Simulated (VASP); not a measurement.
# La (P6_3/mmc) in VASP: single point with PBE

Aim: the single point of La with PBE.

Everything below comes from runs of VASP 6.6.1. Logs are shortened: lines on timing, memory, paths and dates and some standing lists are left out, and cuts for length are marked.

## 1. The cell of the first run

The structure is hexagonal, space group P6_3/mmc (No. 194). The conventional cell has a = 3.765 Å, b = 3.765 Å, c = 6.117 Å, α = 90.00°, β = 90.00°, γ = 120.00°. La (site symmetry -6m2) has 12 La at 3.75 to 3.77 Å within 4.9 Å.

## 2. Single point, PBE

Contents of INCAR:

```
PREC = Accurate
ENCUT = 520
EDIFF = 1E-6
ISMEAR = 0
SIGMA = 0.05
LREAL = False
LASPH = True
NELM = 60
ALGO = Fast
ISIF = 2
LWAVE = False
LCHARG = True
GGA = PE
LELF = True
LVHAR = True
NBANDS = 18
```

Contents of KPOINTS:

```
regular mesh
0
Gamma
  14 14 8
```

Contents of POSCAR:

```
La
1.0
    3.7651257880      0.0000000000      0.0000000000
   -1.8825628940      3.2606945808      0.0000000000
    0.0000000000      0.0000000000      6.1171230411
La
2
Direct
    0.3333333333      0.6666666667      0.7500000000
    0.6666666667      0.3333333333      0.2500000000
```

Potentials or basis: VASP PAW PBE potentials, release 64 (La).

Command:

```
$ cat potpaw_PBE.64/La/POTCAR > POTCAR
$ mpirun -np 1 vasp_std > vasp.out
```

OUTCAR:

```text
PREC = Accurate
   ENCUT = 520
   EDIFF = 1E-6
   ISMEAR = 0
   LREAL = False
   LASPH = True
   NELM = 60
   ISIF = 2
   GGA = PE

 ion  position               nearest neighbor table
   1  0.333  0.667  0.750-
   2  0.667  0.333  0.250-

  LATTYP: Found a hexagonal cell.
 ALAT       =     3.7651257880
 C/A-ratio  =     1.6246795952

  Lattice vectors:

 A1 = (   3.7651257880,   0.0000000000,   0.0000000000)
 A2 = (  -1.8825628940,   3.2606945808,   0.0000000000)
 A3 = (   0.0000000000,   0.0000000000,   6.1171230411)

Analysis of symmetry for initial positions (statically):
=====================================================================
 Subroutine PRICEL returns:
 Original cell was already a primitive cell.

 Routine SETGRP: Setting up the symmetry group for a
 hexagonal supercell.

 Subroutine GETGRP returns: Found 24 space group operations
 (whereof 12 operations were pure point group operations)
 out of a pool of 24 trial point group operations.

The static configuration has the point symmetry D_3d.
 The point group associated with its full space group is D_6h.

Analysis of symmetry for dynamics (positions and initial velocities):
=====================================================================
 Subroutine PRICEL returns:
 Original cell was already a primitive cell.

 Routine SETGRP: Setting up the symmetry group for a
 hexagonal supercell.

 Subroutine GETGRP returns: Found 24 space group operations
 (whereof 12 operations were pure point group operations)
 out of a pool of 24 trial point group operations.

The dynamic configuration has the point symmetry D_3d.
 The point group associated with its full space group is D_6h.

 Subroutine INISYM returns: Found 24 space group operations
 (whereof 12 operations are pure point group operations),
 and found     1 'primitive' translations

----------------------------------------------------------------------------------------

                                     Primitive cell

  volume of cell :      75.0995

  direct lattice vectors                    reciprocal lattice vectors
     3.765125788  0.000000000  0.000000000     0.265595376  0.153341562  0.000000000
    -1.882562894  3.260694581  0.000000000     0.000000000  0.306683124  0.000000000
     0.000000000  0.000000000  6.117123041     0.000000000  0.000000000  0.163475541

  length of vectors
     3.765125788  3.765125788  6.117123041     0.306683124  0.306683124  0.163475541

  position of ions in fractional coordinates (direct lattice)
     0.333333333  0.666666667  0.750000000
     0.666666667  0.333333333  0.250000000

  ion indices of the primitive-cell ions
   primitive index   ion index
                 1           1
                 2           2

----------------------------------------------------------------------------------------

 KPOINTS: regular mesh

Automatic generation of k-mesh.
 Grid dimensions read from file:
 generate k-points for:   14   14    8

 Generating k-lattice:

  Cartesian coordinates                     Fractional coordinates (reciprocal lattice)
     0.018971098  0.010952969  0.000000000     0.071428571  0.000000000  0.000000000
     0.000000000  0.021905937  0.000000000     0.000000000  0.071428571  0.000000000
     0.000000000  0.000000000  0.020434443     0.000000000  0.000000000  0.125000000

  Length of vectors
     0.021905937  0.021905937  0.020434443

  Shift w.r.t. Gamma in fractional coordinates (k-lattice)
     0.000000000  0.000000000  0.000000000

 Subroutine IBZKPT returns following result:
 ===========================================

 Found    120 irreducible k-points:

 Following reciprocal coordinates:
            Coordinates               Weight
  0.000000  0.000000  0.000000      1.000000
  0.071429  0.000000  0.000000      6.000000
  0.142857  0.000000  0.000000      6.000000
  0.214286  0.000000  0.000000      6.000000
  0.285714  0.000000  0.000000      6.000000
  0.357143  0.000000  0.000000      6.000000
[... 16 lines left out ...]
  0.285714  0.285714  0.000000      6.000000
  0.357143  0.285714  0.000000      6.000000
 [... further k-points ...]
   k-points           NKPTS =    120   k-points in BZ     NKDIM =    120   number of bands    NBANDS=     18
   number of dos      NEDOS =    301   number of ions     NIONS =      2
   total plane-waves  NPLWV =  37632
   dimension x,y,z NGX =    28 NGY =   28 NGZ =   48
   dimension x,y,z NGXF=    56 NGYF=   56 NGZF=   96
   ions per type =               2
   NGX,Y,Z   is equivalent  to a cutoff of  12.36, 12.36, 13.05 a.u.
   NGXF,Y,Z  is equivalent  to a cutoff of  24.73, 24.73, 26.09 a.u.
 SYSTEM =  unknown system
   PREC   = accura    normal or accurate (medium, high low for compatibility)
   ISTART =      0    job   : 0-new  1-cont  2-samecut
   ICHARG =      2    charge: 1-file 2-atom 10-const
   ISPIN  =      1    spin polarized calculation?
   LNONCOLLINEAR =      F non collinear calculations
   LSORBIT =      F    spin-orbit coupling
   LASPH  =      T    aspherical Exc in radial PAW
   ENCUT  =  520.0 eV  38.22 Ry    6.18 a.u.   7.00  7.00 11.37*2*pi/ulx,y,z
   NELM   =     60;   NELMIN=  2; NELMDL= -5     # of ELM steps
   EDIFF  = 0.1E-05   stopping-criterion for ELM
   LREAL  =      F    real-space projection
   EDIFFG = 0.1E-04   stopping-criterion for IOM
   NSW    =      0    number of steps for IOM
   IBRION =     -1    ionic relax: 0-MD 1-quasi-New 2-CG
   NFREE  =      0    steps in history (QN), initial steepest desc. (CG)
   ISIF   =      2    stress and relaxation
   ISYM   =      2    0-nonsym 1-usesym 2-fastsym
   POTIM  = 0.5000    time-step for ionic-motion
   TEBEG  =    0.0;   TEEND  =   0.0 temperature during run
   PSTRESS=    0.0 pullay stress
   NELECT =      22.0000    total number of electrons
   NUPDOWN=      -1.0000    fix difference up-down
   EMIN   =  10.00;   EMAX   =-10.00  energy-range for DOS
   EFERMI =   0.00;   METHOD = LEGACY
   ISMEAR =     0;   SIGMA  =   0.05  broadening in eV -4-tet -1-fermi 0-gaus
   EFERMI_NEDOS =   21; number of points for ismear=-14 and -15
   IALGO  =     68    algorithm
   IMIX   =      4    mixing-type and parameters
     AMIX     =   0.40;   BMIX     =  1.00
     AMIX_MAG =   1.60;   BMIX_MAG =  1.00
  volume/ion in A,a.u.               =      37.55       253.40
  Fermi-wavevector in a.u.,A,eV,Ry     =   1.087268  2.054639 16.084163  1.182153
  Thomas-Fermi vector in A             =   2.223424
   LORBIT       =      0    0 simple, 1 ext, 2 COOP (PROOUT), +10 PAW based schemes
   GGA     = PE    functional components
   LHFCALC =     F    Hartree Fock is set to
   AEXX    =    0.0000 exact exchange contribution
   IVDW    =     0    specifies the selected vdW correction
   LEPSILON=     F    determine dielectric tensor
   LRPA    =     F    only Hartree local field effects (RPA)
 non-spin polarized calculation
 RMM-DIIS sequential band-by-band and
 Gauss-broadening in eV      SIGMA  =   0.05
  energy-cutoff  :      520.00
  volume of cell :       75.10
 maximum number of plane-waves:      2044
 NGX is ok and might be reduce to    28
   NGX = 13   NGY = 13   NGZ = 23

 number of electron      21.9999998 magnetization

 Free energy of the ion-electron system (eV)
  ---------------------------------------------------
  ext. energy  EPLUGINS =         0.00000000
  ---------------------------------------------------
  free energy    TOTEN  =        -9.71278544 eV

  energy without entropy =       -9.70664387  energy(sigma->0) =       -9.70971465

 E-fermi :   7.7367     XC(G=0):  -9.5165

 val. band max:        7.7333103805   @ k =   0.4286   0.1429   0.2500
 cond. band min:       7.7398820540   @ k =   0.3571   0.2143   0.5000
 fundamental gap:      0.0065716735
 Fermi energy:         7.7366749829

 k-point     1 :       0.0000    0.0000    0.0000
  band No.  band energies     occupation
      1     -25.1239      2.00000
      2     -24.9332      2.00000
      3      -9.4731      2.00000
      4      -8.3249      2.00000
      5      -8.3249      2.00000
      6      -8.1497      2.00000
[... 10 lines left out ...]
     17       9.5225      0.00000
     18       9.5414      0.00000

 k-point     2 :       0.0714    0.0000    0.0000
  band No.  band energies     occupation
      1     -25.1160      2.00000
      2     -24.9293      2.00000
      3      -9.4523      2.00000
      4      -8.3796      2.00000
      5      -8.3419      2.00000
      6      -8.2060      2.00000
[... 10 lines left out ...]
     17       9.4654      0.00000
     18       9.5729      0.00000

 k-point     3 :       0.1429    0.0000    0.0000
  band No.  band energies     occupation
      1     -25.0933      2.00000
      2     -24.9187      2.00000
      3      -9.3917      2.00000
      4      -8.5309      2.00000
      5      -8.3879      2.00000
      6      -8.3586      2.00000
[... 10 lines left out ...]
     17       9.4460      0.00000
     18       9.5488      0.00000

 k-point     4 :       0.2143    0.0000    0.0000
  band No.  band energies     occupation
      1     -25.0594      2.00000
      2     -24.9041      2.00000
      3      -9.2970      2.00000
      4      -8.7450      2.00000
      5      -8.5670      2.00000
      6      -8.4509      2.00000
[... 375 lines left out ...]
      4      -9.0317      2.00000
      5      -8.8393      2.00000
      6      -8.7965      2.00000
[... 10 lines left out ...]
     17       9.5461      0.00000
     18       9.6842      0.00000

 k-point    23 :       0.2857    0.2857    0.0000
  band No.  band energies     occupation
      1     -24.9138      2.00000
      2     -24.8782      2.00000
      3      -9.1749      2.00000
      4      -9.0299      2.00000
      5      -8.8591      2.00000
      6      -8.7804      2.00000
[... 10 lines left out ...]
     17       9.4990      0.00000
     18       9.6704      0.00000

 k-point    24 :       0.3571    0.2857    0.0000
  band No.  band energies     occupation
      1     -24.9000      2.00000
      2     -24.8843      2.00000
      3      -9.1731      2.00000
      4      -8.9699      2.00000
      5      -8.9491      2.00000
      6      -8.7064      2.00000
[... 10 lines left out ...]
     17       9.4846      0.00000
     18       9.6778      0.00000

 [... further k-points ...]
[... 5 lines left out ...]
  --------------------------------------------------------------------------------------
  -------------------------------------------------------------------------------------
  Total        0.0397296      0.0397296      0.0297827      0.0000000      0.0000000      0.0000000
  in kB        0.8475950      0.8475950      0.6353857      0.0000000      0.0000000      0.0000000
  external PRESSURE =       0.7768585 kB  Pullay stress =       0.0000000 kB

 VOLUME and BASIS-vectors are now :
 -----------------------------------------------------------------------------
  energy-cutoff  :      520.00
  volume of cell :       75.10
      direct lattice vectors                 reciprocal lattice vectors
     3.765125788  0.000000000  0.000000000     0.265595376  0.153341562  0.000000000
    -1.882562894  3.260694581  0.000000000     0.000000000  0.306683124  0.000000000
     0.000000000  0.000000000  6.117123041     0.000000000  0.000000000  0.163475541

 POSITION                                       TOTAL-FORCE (eV/Angst)
 -----------------------------------------------------------------------------------
     -0.00000      2.17380      4.58784         0.000000     -0.000000      0.000000
      1.88256      1.08690      1.52928        -0.000000      0.000000      0.000000
 -----------------------------------------------------------------------------------
    total drift:                                0.000000     -0.000000      0.000000

  FREE ENERGIE OF THE ION-ELECTRON SYSTEM (eV)
  ---------------------------------------------------
  free  energy   TOTEN  =        -9.7127854412 eV

  energy  without entropy=       -9.7066438665  energy(sigma->0) =       -9.70971465
```

Wall time 12 min (1 thread of Intel Xeon Platinum 8259CL at 2.50GHz (Skylake/Cascade Lake), shared host); peak memory 0.31 GiB.

Results:

| Quantity | Value |
| --- | --- |
| Free energy | -9.7128 eV |
| Pressure | 0.1 GPa |
| Band gap on the k mesh | zero (bands 11 and 12 overlap by 1.46 eV) |

Caveat: spin-orbit coupling is left out, which moves the levels of the heavy elements.
